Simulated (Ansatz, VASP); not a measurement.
Two plane-wave programs on Sn

```xyz
2
Lattice="-1.8724 1.8724 1.8724 1.8724 -1.8724 1.8724 3.7448 3.7448 0.0000" Properties=species:S:1:pos:R:3 pbc="T T T"
Sn    0.2828   -0.2828    0.0000
Sn    1.5896    2.1552    1.8724
```

Change from the starting cell: mode 1 (-4.3 1/cm) frozen in, largest displacement -0.400 Å.

Alike in both runs: task single point; functional PBEsol; k mesh 20 × 20 × 12; occupations gaussian, width 0.15 eV; no spin polarisation.

|  | VASP | Ansatz |
| --- | --- | --- |
| version | VASP 6.6.1 | Ansatz 0.2.0 |
| potentials or method | VASP PAW PBE potentials, release 64 (Sn_d), cutoff 520 eV | scalar-relativistic, plane waves, PAW |
| valence electrons in the cell | 28 | 28 |

VASP gave:

- gap on the k mesh at the Fermi level (eV): none
- pressure (GPa): 0.3
- traceless stress, the component that is largest in VASP (GPa): 0.18
- rms of the force components (eV/Å): 0.041

Estimate Ansatz's values.

gap on the k mesh at the Fermi level (eV): none; pressure (GPa): 0.4; traceless stress, the component that is largest in VASP (GPa): 0.18; rms of the force components (eV/Å): 0.041.

VASP's potentials were made for PBE, not for PBEsol. Atom by atom the forces differ by 0.000 eV/Å (rms over components). A gap of «none» marks a metal or a gap that the smearing closes. With one functional, cell and mesh, what is left measures potentials, basis and numerics.
